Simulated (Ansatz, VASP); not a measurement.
**BN: VASP beside Ansatz**

INCAR

```
SYSTEM = BN
ALGO = Normal ; EDIFF = 1E-6
ENCUT = 520 ; GGA = PE
ISIF = 2 ; ISMEAR = 0
LASPH = .TRUE. ; LCHARG = .FALSE.
LREAL = .FALSE. ; LWAVE = .FALSE.
NBANDS = 36 ; NELM = 100
PREC = Accurate ; SIGMA = 0.05
```

KPOINTS

```
k-points
0
G
  10 10 2
  0 0 0
```

File POSCAR:

```
BN
1.0
   -2.5539396017      0.0000000000      0.0000000000
   -1.2769698008     -2.2117765748      0.0000000000
    0.0000000000      0.0000000000     14.1805650000
B N
6 6
Direct
    0.6666666667      0.6666666667      0.2048136668
    0.6666666667      0.6666666667      0.5028874742
    0.6666666667      0.6666666667      0.8009612815
    0.3333333333      0.3333333333      0.0557767631
    0.3333333333      0.3333333333      0.3538505705
    0.3333333333      0.3333333333      0.6519243778
    0.6666666667      0.6666666667      0.0932005258
    0.6666666667      0.6666666667      0.3912743331
    0.6666666667      0.6666666667      0.6893481405
    0.3333333333      0.3333333333      0.8383850442
    0.3333333333      0.3333333333      0.2422374295
    0.3333333333      0.3333333333      0.5403112368
```

Input for Ansatz:

```yaml
crystal:
  lattice:
    - [-2.5539396017, 0.0, 0.0]
    - [-1.2769698008, -2.2117765748, 0.0]
    - [0.0, 0.0, 14.180565]
  atoms:
    - { symbol: B, position: [0.6666666667, 0.6666666667, 0.2048136668] }
    - { symbol: B, position: [0.6666666667, 0.6666666667, 0.5028874742] }
    - { symbol: B, position: [0.6666666667, 0.6666666667, 0.8009612815] }
    - { symbol: B, position: [0.3333333333, 0.3333333333, 0.0557767631] }
    - { symbol: B, position: [0.3333333333, 0.3333333333, 0.3538505705] }
    - { symbol: B, position: [0.3333333333, 0.3333333333, 0.6519243778] }
    - { symbol: "N", position: [0.6666666667, 0.6666666667, 0.0932005258] }
    - { symbol: "N", position: [0.6666666667, 0.6666666667, 0.3912743331] }
    - { symbol: "N", position: [0.6666666667, 0.6666666667, 0.6893481405] }
    - { symbol: "N", position: [0.3333333333, 0.3333333333, 0.8383850442] }
    - { symbol: "N", position: [0.3333333333, 0.3333333333, 0.2422374295] }
    - { symbol: "N", position: [0.3333333333, 0.3333333333, 0.5403112368] }
basis:
  ecutwfc: 420
kpoints:
  mp_grid: { grid: [10, 10, 2] }
hamiltonian:
  xc: pbe
scf:
  occupations: { method: gaussian, width: 0.05 }
output:
  forces: true
  stress: true
  eigenvalues: true
```

Alike in both runs: task single point; functional PBE; k mesh 10 × 10 × 2; occupations gaussian, width 0.05 eV; no spin polarisation.

```csv
,VASP,Ansatz
version,VASP 6.6.1,Ansatz 0.2.0
potentials or method,"VASP PAW PBE potentials, release 64 (B, N), cutoff 520 eV","scalar-relativistic, plane waves, PAW"
valence electrons in the cell,48,48
```

VASP gave:

- gap on the k mesh at the Fermi level (eV): 0.11
- least direct gap on the mesh (eV): 0.28
- pressure (GPa): -4.6
- traceless stress, the component that is largest in VASP (GPa): -6.85
- rms of the force components (eV/Å): 0.903

**Question.** Estimate Ansatz's values.

**Answer.** gap on the k mesh at the Fermi level (eV): 0.10; least direct gap on the mesh (eV): 0.27; pressure (GPa): -4.8; traceless stress, the component that is largest in VASP (GPa): -6.76; rms of the force components (eV/Å): 0.904.

Atom by atom the forces differ by 0.004 eV/Å (rms over components).
